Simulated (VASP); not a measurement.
# BC2 (P4_2/mmc) in VASP: notebook

Runs on BC2. Level: PBE. Tasks: single point, relaxation of cell and atoms.

Program: VASP 6.6.1. These are calculated values, not measurements. Logs are shortened: lines on timing, memory, paths and dates and some standing lists are left out, and cuts for length are marked.

### 1 The cell of the first run

Symmetry: P4_2/mmc, No. 131, tetragonal system. The conventional cell has a = 2.677 Å, b = 2.677 Å, c = 6.483 Å, α = 90.00°, β = 90.00°, γ = 90.00°. Within 2.2 Å of B (site symmetry -4m2) lie 4 C at 1.64 Å. Within 1.8 Å of C (site symmetry 2mm) lie 1 C at 1.35 Å and 2 B at 1.64 Å.

### 2 Single point, PBE

The input, INCAR:

```
SYSTEM = BC2
  ALGO = Normal
  EDIFF = 1E-7
  ENCUT = 520
  GGA = PE
  ISIF = 2
  ISMEAR = 0
  LASPH = .TRUE.
  LCHARG = .FALSE.
  LREAL = .FALSE.
  LWAVE = .FALSE.
  NBANDS = 20
  NELM = 100
  PREC = Accurate
  SIGMA = 0.1
```

The input, KPOINTS:

```
k-points
0
G
  14 14 6
  0 0 0
```

The input, POSCAR:

```
BC2
1.0
    2.6768036920      0.0000000000      0.0000000000
    0.0000000000      2.6768036920      0.0000000000
    0.0000000000      0.0000000000      6.4829564348
B C
2 4
Direct
    0.5000000000      0.5000000000      0.7500000000
    0.5000000000      0.5000000000      0.2500000000
    0.5000000000      0.0000000000      0.6040596440
    0.0000000000      0.5000000000      0.8959403560
    0.0000000000      0.5000000000      0.1040596440
    0.5000000000      0.0000000000      0.3959403560
```

Potentials or basis: VASP PAW PBE potentials, release 64 (B, C).

On the command line:

```sh
> cat potpaw_PBE.64/B/POTCAR potpaw_PBE.64/C/POTCAR > POTCAR
> mpirun -np 1 vasp_std > vasp.out
```

OUTCAR:

```text
SYSTEM = BC2
   EDIFF = 1E-7
   ENCUT = 520
   GGA = PE
   ISIF = 2
   ISMEAR = 0
   LASPH = .TRUE.
   LREAL = .FALSE.
   NELM = 100
   PREC = Accurate

 ion  position               nearest neighbor table
   1  0.500  0.500  0.750-   3 1.64   4 1.64   3 1.64   4 1.64
   2  0.500  0.500  0.250-   5 1.64   6 1.64   6 1.64   5 1.64
   3  0.500  0.000  0.604-   6 1.35   1 1.64   1 1.64
   4  0.000  0.500  0.896-   5 1.35   1 1.64   1 1.64
   5  0.000  0.500  0.104-   4 1.35   2 1.64   2 1.64
   6  0.500  0.000  0.396-   3 1.35   2 1.64   2 1.64

  LATTYP: Found a simple tetragonal cell.
 ALAT       =     2.6768036920
 C/A-ratio  =     2.4219020820

  Lattice vectors:

 A1 = (   2.6768036920,   0.0000000000,   0.0000000000)
 A2 = (   0.0000000000,   2.6768036920,   0.0000000000)
 A3 = (   0.0000000000,   0.0000000000,   6.4829564348)

Analysis of symmetry for initial positions (statically):
=====================================================================
 Subroutine PRICEL returns:
 Original cell was already a primitive cell.

 Routine SETGRP: Setting up the symmetry group for a
 simple tetragonal supercell.

 Subroutine GETGRP returns: Found 16 space group operations
 (whereof  8 operations were pure point group operations)
 out of a pool of 16 trial point group operations.

The static configuration has the point symmetry D_2h.
 The point group associated with its full space group is D_4h.

Analysis of symmetry for dynamics (positions and initial velocities):
=====================================================================
 Subroutine PRICEL returns:
 Original cell was already a primitive cell.

 Routine SETGRP: Setting up the symmetry group for a
 simple tetragonal supercell.

 Subroutine GETGRP returns: Found 16 space group operations
 (whereof  8 operations were pure point group operations)
 out of a pool of 16 trial point group operations.

The dynamic configuration has the point symmetry D_2h.
 The point group associated with its full space group is D_4h.

 Subroutine INISYM returns: Found 16 space group operations
 (whereof  8 operations are pure point group operations),
 and found     1 'primitive' translations

----------------------------------------------------------------------------------------

                                     Primitive cell

  volume of cell :      46.4522

  direct lattice vectors                    reciprocal lattice vectors
     2.676803692  0.000000000  0.000000000     0.373579879  0.000000000  0.000000000
     0.000000000  2.676803692  0.000000000     0.000000000  0.373579879  0.000000000
     0.000000000  0.000000000  6.482956435     0.000000000  0.000000000  0.154250612

  length of vectors
     2.676803692  2.676803692  6.482956435     0.373579879  0.373579879  0.154250612

  position of ions in fractional coordinates (direct lattice)
     0.500000000  0.500000000  0.750000000
     0.500000000  0.500000000  0.250000000
     0.500000000  0.000000000  0.604059644
     0.000000000  0.500000000  0.895940356
     0.000000000  0.500000000  0.104059644
     0.500000000  0.000000000  0.395940356

  ion indices of the primitive-cell ions
   primitive index   ion index
                 1           1
                 2           2
                 3           3
                 4           4
                 5           5
                 6           6

----------------------------------------------------------------------------------------

 KPOINTS: k-points

Automatic generation of k-mesh.
 Grid dimensions read from file:
 generate k-points for:   14   14    6

 Generating k-lattice:

  Cartesian coordinates                     Fractional coordinates (reciprocal lattice)
     0.026684277  0.000000000  0.000000000     0.071428571  0.000000000  0.000000000
     0.000000000  0.026684277  0.000000000     0.000000000  0.071428571  0.000000000
     0.000000000  0.000000000  0.025708435     0.000000000  0.000000000  0.166666667

  Length of vectors
     0.026684277  0.026684277  0.025708435

  Shift w.r.t. Gamma in fractional coordinates (k-lattice)
     0.000000000  0.000000000  0.000000000

 Subroutine IBZKPT returns following result:
 ===========================================

 Found    144 irreducible k-points:

 Following reciprocal coordinates:
            Coordinates               Weight
  0.000000  0.000000  0.000000      1.000000
  0.071429  0.000000  0.000000      4.000000
  0.142857  0.000000  0.000000      4.000000
  0.214286  0.000000  0.000000      4.000000
  0.285714  0.000000  0.000000      4.000000
  0.357143  0.000000  0.000000      4.000000
[... 16 lines left out ...]
  0.285714  0.214286  0.000000      8.000000
  0.357143  0.214286  0.000000      8.000000
 [... further k-points ...]
   k-points           NKPTS =    144   k-points in BZ     NKDIM =    144   number of bands    NBANDS=     20
   number of dos      NEDOS =    301   number of ions     NIONS =      6
   total plane-waves  NPLWV =  19200
   dimension x,y,z NGX =    20 NGY =   20 NGZ =   48
   dimension x,y,z NGXF=    40 NGYF=   40 NGZF=   96
   ions per type =               2   4
   NGX,Y,Z   is equivalent  to a cutoff of  12.42, 12.42, 12.31 a.u.
   NGXF,Y,Z  is equivalent  to a cutoff of  24.84, 24.84, 24.62 a.u.
 SYSTEM =  BC2
   PREC   = accura    normal or accurate (medium, high low for compatibility)
   ISTART =      0    job   : 0-new  1-cont  2-samecut
   ICHARG =      2    charge: 1-file 2-atom 10-const
   ISPIN  =      1    spin polarized calculation?
   LNONCOLLINEAR =      F non collinear calculations
   LSORBIT =      F    spin-orbit coupling
   LASPH  =      T    aspherical Exc in radial PAW
   ENCUT  =  520.0 eV  38.22 Ry    6.18 a.u.   4.98  4.98 12.05*2*pi/ulx,y,z
   NELM   =    100;   NELMIN=  2; NELMDL= -5     # of ELM steps
   EDIFF  = 0.1E-06   stopping-criterion for ELM
   LREAL  =      F    real-space projection
   EDIFFG = 0.1E-05   stopping-criterion for IOM
   NSW    =      0    number of steps for IOM
   IBRION =     -1    ionic relax: 0-MD 1-quasi-New 2-CG
   NFREE  =      0    steps in history (QN), initial steepest desc. (CG)
   ISIF   =      2    stress and relaxation
   ISYM   =      2    0-nonsym 1-usesym 2-fastsym
   POTIM  = 0.5000    time-step for ionic-motion
   TEBEG  =    0.0;   TEEND  =   0.0 temperature during run
   PSTRESS=    0.0 pullay stress
   NELECT =      22.0000    total number of electrons
   NUPDOWN=      -1.0000    fix difference up-down
   EMIN   =  10.00;   EMAX   =-10.00  energy-range for DOS
   EFERMI =   0.00;   METHOD = LEGACY
   ISMEAR =     0;   SIGMA  =   0.10  broadening in eV -4-tet -1-fermi 0-gaus
   EFERMI_NEDOS =   21; number of points for ismear=-14 and -15
   IALGO  =     38    algorithm
   IMIX   =      4    mixing-type and parameters
     AMIX     =   0.40;   BMIX     =  1.00
     AMIX_MAG =   1.60;   BMIX_MAG =  1.00
  volume/ion in A,a.u.               =       7.74        52.25
  Fermi-wavevector in a.u.,A,eV,Ry     =   1.276087  2.411455 22.155706  1.628398
  Thomas-Fermi vector in A             =   2.408763
   LORBIT       =      0    0 simple, 1 ext, 2 COOP (PROOUT), +10 PAW based schemes
   GGA     = PE    functional components
   LHFCALC =     F    Hartree Fock is set to
   AEXX    =    0.0000 exact exchange contribution
   IVDW    =     0    specifies the selected vdW correction
   LEPSILON=     F    determine dielectric tensor
   LRPA    =     F    only Hartree local field effects (RPA)
 non-spin polarized calculation
 Gauss-broadening in eV      SIGMA  =   0.10
  energy-cutoff  :      520.00
  volume of cell :       46.45
 maximum number of plane-waves:      1268
 NGX is ok and might be reduce to    20
   NGX =  9   NGY =  9   NGZ = 25

 number of electron      22.0000002 magnetization

 Free energy of the ion-electron system (eV)
  ---------------------------------------------------
  ext. energy  EPLUGINS =         0.00000000
  ---------------------------------------------------
  free energy    TOTEN  =       -46.73989255 eV

  energy without entropy =      -46.73362579  energy(sigma->0) =      -46.73675917

 E-fermi :   4.6025     XC(G=0): -11.4247

 val. band max:        4.5903681060   @ k =   0.5000   0.1429   0.0000
 cond. band min:       4.6177553508   @ k =   0.0714   0.0714   0.0000
 fundamental gap:      0.0273872448
 Fermi energy:         4.6024778576

 k-point     1 :       0.0000    0.0000    0.0000
  band No.  band energies     occupation
      1     -11.8734      2.00000
      2     -10.0602      2.00000
      3      -8.3421      2.00000
      4      -2.9263      2.00000
      5      -1.4804      2.00000
      6       1.9932      2.00000
[... 12 lines left out ...]
     19      16.1358      0.00000
     20      16.4973      0.00000

 k-point     2 :       0.0714    0.0000    0.0000
  band No.  band energies     occupation
      1     -11.8021      2.00000
      2     -10.0050      2.00000
      3      -8.2643      2.00000
      4      -2.9051      2.00000
      5      -1.4692      2.00000
      6       1.5892      2.00000
[... 12 lines left out ...]
     19      16.1159      0.00000
     20      16.6453      0.00000

 k-point     3 :       0.1429    0.0000    0.0000
  band No.  band energies     occupation
      1     -11.5907      2.00000
      2      -9.8454      2.00000
      3      -8.0314      2.00000
      4      -2.8565      2.00000
      5      -1.4649      2.00000
      6       0.6005      2.00000
[... 12 lines left out ...]
     19      16.1070      0.00000
     20      16.8609      0.00000

 k-point     4 :       0.2143    0.0000    0.0000
  band No.  band energies     occupation
      1     -11.2487      2.00000
      2      -9.6018      2.00000
      3      -7.6460      2.00000
      4      -2.8370      2.00000
      5      -1.5716      2.00000
      6      -0.5899      2.00000
[... 429 lines left out ...]
 k-point    23 :       0.2857    0.2143    0.0000
  band No.  band energies     occupation
      1     -10.1977      2.00000
      2      -8.8772      2.00000
      3      -6.4453      2.00000
      4      -2.7238      2.00000
      5      -1.7856      2.00000
      6      -1.1495      2.00000
[... 12 lines left out ...]
     19      17.6177      0.00000
     20      17.8581      0.00000

 k-point    24 :       0.3571    0.2143    0.0000
  band No.  band energies     occupation
      1      -9.6919      2.00000
      2      -8.6285      2.00000
      3      -5.7950      2.00000
      4      -3.1139      2.00000
      5      -2.3466      2.00000
      6      -1.7667      2.00000
[... 12 lines left out ...]
     19      17.1834      0.00000
     20      18.0613      0.00000

 [... further k-points ...]

------------------------ aborting loop because EDIFF is reached ----------------------------------------

  FORCE on cell =-STRESS in cart. coord.  units (eV):
  Direction    XX          YY          ZZ          XY          YZ          ZX
  --------------------------------------------------------------------------------------
  -------------------------------------------------------------------------------------
  Total        0.0028317      0.0028317      0.1865683     -0.0000000      0.0000000      0.0000000
  in kB        0.0976669      0.0976669      6.4349072     -0.0000000      0.0000000      0.0000000
  external PRESSURE =       2.2100804 kB  Pullay stress =       0.0000000 kB

 VOLUME and BASIS-vectors are now :
 -----------------------------------------------------------------------------
  energy-cutoff  :      520.00
  volume of cell :       46.45
      direct lattice vectors                 reciprocal lattice vectors
     2.676803692  0.000000000  0.000000000     0.373579879  0.000000000  0.000000000
     0.000000000  2.676803692  0.000000000     0.000000000  0.373579879  0.000000000
     0.000000000  0.000000000  6.482956435     0.000000000  0.000000000  0.154250612

 POSITION                                       TOTAL-FORCE (eV/Angst)
 -----------------------------------------------------------------------------------
      1.33840      1.33840      4.86222        -0.000000      0.000000      0.000000
      1.33840      1.33840      1.62074         0.000000     -0.000000      0.000000
      1.33840      0.00000      3.91609        -0.000000     -0.000000      0.055700
      0.00000      1.33840      5.80834        -0.000000     -0.000000     -0.055700
      0.00000      1.33840      0.67461         0.000000     -0.000000      0.055700
      1.33840      0.00000      2.56686        -0.000000      0.000000     -0.055700
 -----------------------------------------------------------------------------------
    total drift:                                0.000000      0.000000      0.000000

  FREE ENERGIE OF THE ION-ELECTRON SYSTEM (eV)
  ---------------------------------------------------
  free  energy   TOTEN  =       -46.7398925454 eV

  energy  without entropy=      -46.7336257875  energy(sigma->0) =      -46.73675917
```

Run time: 46 s. Hardware: 1 thread of Intel Xeon 6975P-C (Granite Rapids), shared host; peak memory 0.21 GiB.

What came out:

| Property | Result |
| --- | --- |
| Free energy | -46.7399 eV |
| Pressure | 0.2 GPa |
| Largest force | 0.056 eV/Å |
| Band gap on the k mesh | zero (band 11 reaches 7.30 eV, above the bottom of band 12 at 1.82 eV) |

Forces in eV/Å, atoms in the order of the input:
```
B    0.000  0.000  0.000
B    0.000  0.000  0.000
C    0.000  0.000  0.056
C    0.000  0.000 -0.056
C    0.000  0.000  0.056
C    0.000  0.000 -0.056
```

Stress tensor (GPa, compression positive):
```
0.01 0.00 0.00
0.00 0.01 0.00
0.00 0.00 0.64
```

Levels at points of the mesh, in eV from the Fermi level:
| k point | band 8 | band 9 | band 10 | band 11 | band 12 | band 13 | band 14 | band 15 |
| --- | --- | --- | --- | --- | --- | --- | --- | --- |
| (0.00, 0.00, 0.00) | -1.25 | 0.30 | 0.30 | 0.62 | 0.62 | 6.26 | 6.92 | 6.92 |
| (0.50, 0.00, 0.00) | -2.68 | -2.52 | -1.50 | 1.06 | 1.58 | 1.94 | 6.69 | 9.94 |
| (0.50, 0.50, 0.00) | -4.85 | -4.85 | -4.66 | -2.70 | -1.07 | 0.04 | 4.95 | 7.40 |
| (0.00, 0.00, 0.50) | -2.31 | -1.16 | -1.16 | 2.70 | 2.70 | 5.19 | 5.19 | 6.72 |
| (0.50, 0.00, 0.50) | -3.84 | -1.48 | -1.11 | 1.07 | 1.54 | 2.96 | 6.68 | 10.12 |
| (0.50, 0.50, 0.50) | -4.73 | -3.96 | -3.96 | -2.78 | -2.78 | 2.49 | 2.49 | 6.32 |

(Part 1 of 2 ends here.)
